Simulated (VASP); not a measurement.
**BN: single point with r2SCAN**

Crystal: BN.

```
B N
1.0
     2.54397    0.00000    0.00000
    -1.27198    2.20314    0.00000
     0.00000    0.00000    4.20774
B N
2 2
Direct
  0.66667 0.33333 0.99980
  0.33333 0.66667 0.49980
  0.65065 0.30130 0.61917
  0.31731 0.63463 0.11917
```

This cell differs from its parent crystal: all N atoms moved +0.075 Å, as atom 3 towards its neighbour atom 2 (B) at 1.561 Å.

```
Program             : VASP 6.6.1
Task                : single point
Functional          : r2SCAN
Potentials or basis : VASP PAW PBE potentials, release 64 (B, N)
Cutoff              : 520 eV
k mesh              : 12 × 12 × 6
Occupations         : gaussian, width 0.05 eV
Spin                : no spin polarisation
```

- Pressure: 3.1 GPa
- Largest force: 2.179 eV/Å
- Band gap on the k mesh: 5.64 eV (least direct gap 8.64 eV)

Forces in eV/Å, atoms in the order of the input:
```
B    0.000 -1.678 -0.684
B    0.000 -2.048 -0.706
N    0.000  2.061  0.706
N    0.000  1.665  0.684
```

Stress tensor (GPa, compression positive):
```
2.54 0.00 0.00
0.00 4.52 2.29
0.00 2.29 2.36
```

Levels at points of the mesh, in eV from the valence-band top:
```
           k point  band 5  band 6  band 7  band 8  band 9  band 10  band 11  band 12
(0.00, 0.00, 0.00)   -2.73   -0.65   -0.32    0.00    8.64     8.70     8.80     9.71
(0.50, 0.00, 0.00)   -7.43   -5.52   -4.71   -2.61    6.83     8.19    11.17    12.33
(0.00, 0.50, 0.00)   -7.39   -5.64   -4.66   -2.69    6.96     8.37    11.44    11.96
(0.00, 0.00, 0.50)   -2.22   -2.18   -1.06   -1.03    9.21     9.55     9.67    10.25
(0.50, 0.00, 0.50)   -4.66   -4.41   -3.72   -3.64    6.68     6.87     9.94    10.35
(0.00, 0.50, 0.50)   -4.67   -4.07   -3.93   -3.84    6.65     7.03     9.86    10.68
```

Run time: 3.5 min on 1 thread of Intel Xeon 8259CL, with other jobs on the host, peak memory 0.2 GiB.

Caveat: the cell differs from its parent crystal (all N atoms moved +0.075 Å, as atom 3 towards its neighbour atom 2 (B) at 1.561 Å); the cell stands under pressure; the PAW data sets were made with another functional, which shifts forces and pressure a little. A k mesh can miss the band edges.
